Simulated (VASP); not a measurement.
# CdS (I-4m2) in VASP: further runs

The runs below take CdS through single point, with PBE.

All numbers are computed with VASP 6.6.1; they aren't measurements. Logs are shortened: lines on timing, memory, paths and dates and some standing lists are left out, and cuts for length are marked.

## Step 1: The cell of the first run

The structure is tetragonal, space group I-4m2 (No. 119). The conventional cell has a = 3.990 Å, b = 3.990 Å, c = 6.211 Å, α = 90.00°, β = 90.00°, γ = 90.00°. Within 3.3 Å of Cd (site symmetry -4m2) lie 4 S at 2.53 Å. S (site symmetry -4m2) has 4 Cd at 2.53 Å within 3.3 Å.

## Step 2: Single point, PBE (epitaxial xy strain -4.0%)

The input, INCAR:

```
PREC = Accurate
ENCUT = 520
EDIFF = 1E-7
ISMEAR = 0
SIGMA = 0.01
LREAL = F
LASPH = T
NELM = 60
ALGO = Normal
ISIF = 2
LWAVE = F
LCHARG = F
GGA = PE
NBANDS = 16
```

The input, KPOINTS:

```
regular mesh
0
Gamma
  4 4 4
```

The input, POSCAR:

```
CdS
1.0
    0.0000000000      2.8216462493      3.1054065889
    2.8216462493      0.0000000000      3.1054065889
    2.8216462493      2.8216462493      0.0000000000
Cd S
1 1
Direct
    0.0000000000      0.0000000000      0.0000000000
    0.2500000000      0.2500000000      0.2500000000
```

Potentials or basis: VASP PAW PBE potentials, release 64 (Cd, S).

On the command line:

```bash
$ cat potpaw_PBE.64/Cd/POTCAR potpaw_PBE.64/S/POTCAR > POTCAR
$ mpirun -np 1 vasp_std > vasp.out
```

OUTCAR:

```text
PREC = Accurate
   ENCUT = 520
   EDIFF = 1E-7
   ISMEAR = 0
   LREAL = F
   LASPH = T
   NELM = 60
   ISIF = 2
   GGA = PE

 ion  position               nearest neighbor table
   1  0.000  0.000  0.000-   2 2.53   2 2.53   2 2.53   2 2.53
   2  0.250  0.250  0.250-   1 2.53   1 2.53   1 2.53   1 2.53

  LATTYP: Found a body centered tetragonal cell.
 ALAT       =     3.9904103940
 C/A-ratio  =     1.5564346933

  Lattice vectors:

 A1 = (  -2.8216462493,   0.0000000000,   3.1054065889)
 A2 = (   2.8216462493,   0.0000000000,   3.1054065889)
 A3 = (   0.0000000000,   2.8216462493,  -3.1054065889)

Analysis of symmetry for initial positions (statically):
=====================================================================
 Subroutine PRICEL returns:
 Original cell was already a primitive cell.

 Routine SETGRP: Setting up the symmetry group for a
 body centered tetragonal supercell.

 Subroutine GETGRP returns: Found  8 space group operations
 (whereof  8 operations were pure point group operations)
 out of a pool of 16 trial point group operations.

The static configuration has the point symmetry D_2d.

Analysis of symmetry for dynamics (positions and initial velocities):
=====================================================================
 Subroutine PRICEL returns:
 Original cell was already a primitive cell.

 Routine SETGRP: Setting up the symmetry group for a
 body centered tetragonal supercell.

 Subroutine GETGRP returns: Found  8 space group operations
 (whereof  8 operations were pure point group operations)
 out of a pool of 16 trial point group operations.

The dynamic configuration has the point symmetry D_2d.

 Subroutine INISYM returns: Found  8 space group operations
 (whereof  8 operations are pure point group operations),
 and found     1 'primitive' translations

----------------------------------------------------------------------------------------

                                     Primitive cell

  volume of cell :      49.4486

  direct lattice vectors                    reciprocal lattice vectors
     0.000000000  2.821646249  3.105406589    -0.177201518  0.177201518  0.161009512
     2.821646249  0.000000000  3.105406589     0.177201518 -0.177201518  0.161009512
     2.821646249  2.821646249  0.000000000     0.177201518  0.177201518 -0.161009512

  length of vectors
     4.195859583  4.195859583  3.990410394     0.297867117  0.297867117  0.297867117

  position of ions in fractional coordinates (direct lattice)
     0.000000000  0.000000000  0.000000000
     0.250000000  0.250000000  0.250000000

  ion indices of the primitive-cell ions
   primitive index   ion index
                 1           1
                 2           2

----------------------------------------------------------------------------------------

 KPOINTS: regular mesh

Automatic generation of k-mesh.
 Grid dimensions read from file:
 generate k-points for:    4    4    4

 Generating k-lattice:

  Cartesian coordinates                     Fractional coordinates (reciprocal lattice)
    -0.044300380  0.044300380  0.040252378     0.250000000  0.000000000  0.000000000
     0.044300380 -0.044300380  0.040252378     0.000000000  0.250000000  0.000000000
     0.044300380  0.044300380 -0.040252378    -0.000000000 -0.000000000  0.250000000

  Length of vectors
     0.074466779  0.074466779  0.074466779

  Shift w.r.t. Gamma in fractional coordinates (k-lattice)
     0.000000000  0.000000000  0.000000000

 Subroutine IBZKPT returns following result:
 ===========================================

 Found     13 irreducible k-points:

 Following reciprocal coordinates:
            Coordinates               Weight
  0.000000  0.000000  0.000000      1.000000
  0.250000  0.000000  0.000000      8.000000
  0.500000  0.000000  0.000000      4.000000
  0.250000  0.250000  0.000000      2.000000
  0.500000  0.250000  0.000000      8.000000
 -0.250000  0.250000  0.000000      4.000000
  0.500000  0.500000  0.000000      1.000000
  0.250000  0.000000  0.250000      4.000000
  0.500000  0.000000  0.250000     16.000000
 -0.250000  0.000000  0.250000      8.000000
 -0.250000  0.500000  0.250000      4.000000
  0.500000  0.000000  0.500000      2.000000
 -0.250000  0.250000  0.500000      2.000000
   k-points           NKPTS =     13   k-points in BZ     NKDIM =     13   number of bands    NBANDS=     16
   number of dos      NEDOS =    301   number of ions     NIONS =      2
   total plane-waves  NPLWV =  30720
   dimension x,y,z NGX =    32 NGY =   32 NGZ =   30
   dimension x,y,z NGXF=    64 NGYF=   64 NGZF=   60
   ions per type =               1   1
   NGX,Y,Z   is equivalent  to a cutoff of  12.68, 12.68, 12.50 a.u.
   NGXF,Y,Z  is equivalent  to a cutoff of  25.36, 25.36, 25.00 a.u.
 SYSTEM =  unknown system
   PREC   = accura    normal or accurate (medium, high low for compatibility)
   ISTART =      0    job   : 0-new  1-cont  2-samecut
   ICHARG =      2    charge: 1-file 2-atom 10-const
   ISPIN  =      1    spin polarized calculation?
   LNONCOLLINEAR =      F non collinear calculations
   LSORBIT =      F    spin-orbit coupling
   LASPH  =      T    aspherical Exc in radial PAW
   ENCUT  =  520.0 eV  38.22 Ry    6.18 a.u.   7.80  7.80  7.42*2*pi/ulx,y,z
   NELM   =     60;   NELMIN=  2; NELMDL= -5     # of ELM steps
   EDIFF  = 0.1E-06   stopping-criterion for ELM
   LREAL  =      F    real-space projection
   EDIFFG = 0.1E-05   stopping-criterion for IOM
   NSW    =      0    number of steps for IOM
   IBRION =     -1    ionic relax: 0-MD 1-quasi-New 2-CG
   NFREE  =      0    steps in history (QN), initial steepest desc. (CG)
   ISIF   =      2    stress and relaxation
   ISYM   =      2    0-nonsym 1-usesym 2-fastsym
   POTIM  = 0.5000    time-step for ionic-motion
   TEBEG  =    0.0;   TEEND  =   0.0 temperature during run
   PSTRESS=    0.0 pullay stress
   NELECT =      18.0000    total number of electrons
   NUPDOWN=      -1.0000    fix difference up-down
   EMIN   =  10.00;   EMAX   =-10.00  energy-range for DOS
   EFERMI =   0.00;   METHOD = LEGACY
   ISMEAR =     0;   SIGMA  =   0.01  broadening in eV -4-tet -1-fermi 0-gaus
   EFERMI_NEDOS =   21; number of points for ismear=-14 and -15
   IALGO  =     38    algorithm
   IMIX   =      4    mixing-type and parameters
     AMIX     =   0.40;   BMIX     =  1.00
     AMIX_MAG =   1.60;   BMIX_MAG =  1.00
  volume/ion in A,a.u.               =      24.72       166.85
  Fermi-wavevector in a.u.,A,eV,Ry     =   1.168910  2.208920 18.590333  1.366351
  Thomas-Fermi vector in A             =   2.305390
   LORBIT       =      0    0 simple, 1 ext, 2 COOP (PROOUT), +10 PAW based schemes
   GGA     = PE    functional components
   LHFCALC =     F    Hartree Fock is set to
   AEXX    =    0.0000 exact exchange contribution
   IVDW    =     0    specifies the selected vdW correction
   LEPSILON=     F    determine dielectric tensor
   LRPA    =     F    only Hartree local field effects (RPA)
 non-spin polarized calculation
 Gauss-broadening in eV      SIGMA  =   0.01
  energy-cutoff  :      520.00
  volume of cell :       49.45
 maximum number of plane-waves:      1356
   NGX = 15   NGY = 15   NGZ = 15

 number of electron      18.0000001 magnetization

 Free energy of the ion-electron system (eV)
  ---------------------------------------------------
  ext. energy  EPLUGINS =         0.00000000
  ---------------------------------------------------
  free energy    TOTEN  =        -6.06603221 eV

  energy without entropy =       -6.06603221  energy(sigma->0) =       -6.06603221

 E-fermi :   1.5661     XC(G=0):  -9.1655

 val. band max:        1.4634049508   @ k =   0.0000   0.0000   0.0000
 cond. band min:       2.4765744283   @ k =   0.0000   0.0000   0.0000
 fundamental gap:      1.0131694776
 Fermi energy:         1.5660559787

 k-point     1 :       0.0000    0.0000    0.0000
  band No.  band energies     occupation
      1     -11.0061      2.00000
      2      -6.4342      2.00000
      3      -6.3662      2.00000
      4      -6.3662      2.00000
      5      -5.9390      2.00000
      6      -5.9033      2.00000
[... 8 lines left out ...]
     15      12.9451      0.00000
     16      13.5105      0.00000

 k-point     2 :       0.2500    0.0000    0.0000
  band No.  band energies     occupation
      1     -10.7874      2.00000
      2      -6.3492      2.00000
      3      -6.2935      2.00000
      4      -6.1539      2.00000
      5      -5.9145      2.00000
      6      -5.9100      2.00000
[... 8 lines left out ...]
     15      12.2497      0.00000
     16      12.9976      0.00000

 k-point     3 :       0.5000    0.0000    0.0000
  band No.  band energies     occupation
      1     -10.5687      2.00000
      2      -6.3066      2.00000
      3      -6.2385      2.00000
      4      -5.9029      2.00000
      5      -5.8710      2.00000
      6      -5.5430      2.00000
[... 8 lines left out ...]
     15      13.6935      0.00000
     16      14.0115      0.00000

 k-point     4 :       0.2500    0.2500    0.0000
  band No.  band energies     occupation
      1     -10.7427      2.00000
      2      -6.2405      2.00000
      3      -6.2149      2.00000
      4      -6.2149      2.00000
      5      -5.9831      2.00000
      6      -5.8734      2.00000
[... 8 lines left out ...]
     15      13.7453      0.00000
     16      16.0287      0.00000
[... 115 lines left out ...]
 k-point    11 :      -0.2500    0.5000    0.2500
  band No.  band energies     occupation
      1     -10.4471      2.00000
      2      -6.1803      2.00000
      3      -6.1197      2.00000
      4      -5.9729      2.00000
      5      -5.9018      2.00000
      6      -5.3158      2.00000
[... 8 lines left out ...]
     15      14.1550      0.00000
     16      14.3569      0.00000

 k-point    12 :       0.5000    0.0000    0.5000
  band No.  band energies     occupation
      1     -10.4153      2.00000
      2      -6.2036      2.00000
      3      -6.1127      2.00000
      4      -5.9911      2.00000
      5      -5.8371      2.00000
      6      -5.4121      2.00000
[... 8 lines left out ...]
     15      13.1974      0.00000
     16      14.4868      0.00000

 k-point    13 :      -0.2500    0.2500    0.5000
  band No.  band energies     occupation
      1     -10.4161      2.00000
      2      -6.1982      2.00000
      3      -6.1437      2.00000
      4      -5.9445      2.00000
      5      -5.9294      2.00000
      6      -5.2546      2.00000
[... 8 lines left out ...]
     15      14.6837      0.00000
     16      15.4066      0.00000

------------------------ aborting loop because EDIFF is reached ----------------------------------------

  FORCE on cell =-STRESS in cart. coord.  units (eV):
  Direction    XX          YY          ZZ          XY          YZ          ZX
  --------------------------------------------------------------------------------------
  -------------------------------------------------------------------------------------
  Total        1.2321051      1.2321051      0.6084758      0.0000000     -0.0000000      0.0000000
  in kB       39.9213067     39.9213067     19.7151608      0.0000000     -0.0000000      0.0000000
  external PRESSURE =      33.1859248 kB  Pullay stress =       0.0000000 kB

 VOLUME and BASIS-vectors are now :
 -----------------------------------------------------------------------------
  energy-cutoff  :      520.00
  volume of cell :       49.45
      direct lattice vectors                 reciprocal lattice vectors
     0.000000000  2.821646249  3.105406589    -0.177201518  0.177201518  0.161009512
     2.821646249  0.000000000  3.105406589     0.177201518 -0.177201518  0.161009512
     2.821646249  2.821646249  0.000000000     0.177201518  0.177201518 -0.161009512

 POSITION                                       TOTAL-FORCE (eV/Angst)
 -----------------------------------------------------------------------------------
      0.00000      0.00000      0.00000         0.000000      0.000000     -0.000000
      1.41082      1.41082      1.55270        -0.000000      0.000000      0.000000
 -----------------------------------------------------------------------------------
    total drift:                                0.000002      0.000002     -0.000001

  FREE ENERGIE OF THE ION-ELECTRON SYSTEM (eV)
  ---------------------------------------------------
  free  energy   TOTEN  =        -6.0660322124 eV

  energy  without entropy=       -6.0660322124  energy(sigma->0) =       -6.06603221
```

Run time: 10 s. Hardware: 1 thread of Intel Xeon Platinum 8375C at 2.90GHz (Ice Lake), shared host; peak memory 0.17 GiB.

Results:

| Item | Value |
| --- | --- |
| Free energy | -6.0660 eV |
| Pressure | 3.3 GPa |
| Band gap on the k mesh | 1.01 eV |

Caveat: the k points lie up to 0.47 Å⁻¹ apart; the cell differs from its parent crystal (epitaxial xy strain -4.0%); the structure was generated, so it needn't be the stable form of CdS.

## Step 3: Single point, PBE (epitaxial xy strain -3.0%)

The input, INCAR:

```
SYSTEM = CdS
PREC = Accurate
ENCUT = 520
EDIFF = 1E-7
ISMEAR = 0
SIGMA = 0.01
LREAL = .False.
LASPH = .True.
NELM = 100
ALGO = Normal
ISIF = 2
LWAVE = .False.
LCHARG = .True.
GGA = PE
LELF = .True.
LVHAR = .True.
NBANDS = 16
```

The input, KPOINTS:

```
Automatic mesh
0
Gamma
  4 4 4
  0 0 0
```

The input, POSCAR:

```
CdS
1.0
    0.0000000000      2.8510383978      3.0637898083
    2.8510383978      0.0000000000      3.0637898083
    2.8510383978      2.8510383978      0.0000000000
Cd S
1 1
Direct
    0.0000000000      0.0000000000      0.0000000000
    0.2500000000      0.2500000000      0.2500000000
```

Potentials or basis: VASP PAW PBE potentials, release 64 (Cd, S).

On the command line:

```bash
$ cat potpaw_PBE.64/Cd/POTCAR potpaw_PBE.64/S/POTCAR > POTCAR
$ mpirun -np 1 vasp_std > vasp.out
```

Wall time 12 s (1 thread of Intel Xeon Platinum 8375C at 2.90GHz (Ice Lake), shared host); peak memory 0.17 GiB.

The run converged. Its results:

| Property | Result |
| --- | --- |
| Free energy | -6.0816 eV |
| Pressure | 3.0 GPa |
| Band gap on the k mesh | 1.04 eV |

Stress tensor (GPa, compression positive):
```
3.44 0.00 0.00
0.00 3.44 0.00
0.00 0.00 1.98
```

Levels at points of the mesh, in eV from the valence-band top:
| k point | band 5 | band 6 | band 7 | band 8 | band 9 | band 10 | band 11 | band 12 | band 13 | band 14 |
| --- | --- | --- | --- | --- | --- | --- | --- | --- | --- | --- |
| (0.00, 0.00, 0.00) | -7.35 | -7.33 | -0.25 | 0.00 | 0.00 | 1.04 | 6.48 | 6.49 | 6.49 | 10.68 |
| (0.50, 0.00, 0.00) | -7.29 | -6.96 | -4.44 | -0.97 | -0.67 | 2.87 | 6.71 | 7.21 | 7.41 | 10.94 |
| (0.50, 0.50, 0.00) | -7.26 | -7.00 | -4.30 | -1.74 | -1.74 | 3.67 | 4.65 | 8.66 | 10.78 | 10.78 |
| (0.50, 0.00, 0.50) | -7.25 | -6.85 | -3.86 | -2.08 | -1.96 | 3.39 | 4.07 | 9.36 | 10.15 | 10.88 |

Caveat: the k points lie up to 0.47 Å⁻¹ apart; the cell differs from its parent crystal (epitaxial xy strain -3.0%); the structure was generated, so it needn't be the stable form of CdS.
